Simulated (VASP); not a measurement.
**Eu: single point with LDA**

Crystal: Eu.

```
Eu
1.0
     2.42621    0.00000    0.00000
     0.00000    2.42621    0.00000
     0.00000    0.00000    2.42621
Eu
1
Cartesian
  0.0000 0.0000 0.0000
```

This isn't the form of Eu at room conditions, which is bcc.

| Property | Result |
| --- | --- |
| Program | VASP 6.6.1 |
| Task | single point |
| Functional | LDA |
| Potentials or basis | VASP PAW PBE potentials, release 64 (Eu) |
| Cutoff | 520 eV |
| k mesh | 11 × 11 × 11 |
| Occupations | fermi-dirac, width 0.05 eV |
| Spin | collinear spin, ferromagnetic start |
| Starting moments | [7.0] μB |

```json
{"Pressure": "96.9 GPa", "Net moment": "6.25 μB per cell", "Site moments": "Eu +6.17 μB", "Valence electrons inside the program's atomic spheres": "Eu 16.09"}
```

Levels at points of the mesh, in eV from the Fermi level:
Spin up:
| k point | band 8 | band 9 | band 10 | band 11 | band 12 | band 13 | band 14 | band 15 | band 16 | band 17 |
| --- | --- | --- | --- | --- | --- | --- | --- | --- | --- | --- |
| (0.00, 0.00, 0.00) | -1.48 | -1.48 | -1.48 | -0.71 | -0.71 | -0.71 | -0.57 | 14.82 | 14.82 | 14.82 |
Spin down:
```
           k point  band 1  band 2  band 3  band 4  band 5  band 6  band 7  band 8  band 9  band 10
(0.00, 0.00, 0.00)  -41.82  -15.66  -15.66  -15.66   -2.24   -2.24   -1.73    2.50    2.50     2.50
```

It took 27 s on 1 thread of Intel(R) Xeon(R) Platinum 8488C (Sapphire Rapids), with other jobs on the host, peak memory 0.14 GiB.

Caveat: the cell stands under pressure; the PAW data sets were made with another functional, which shifts forces and pressure a little; spin-orbit coupling is left out, which moves the levels of the heavy elements; semilocal functionals describe open f shells poorly, which spoils levels, moments and volumes. The state reached can hang on the start; a lower one may exist.
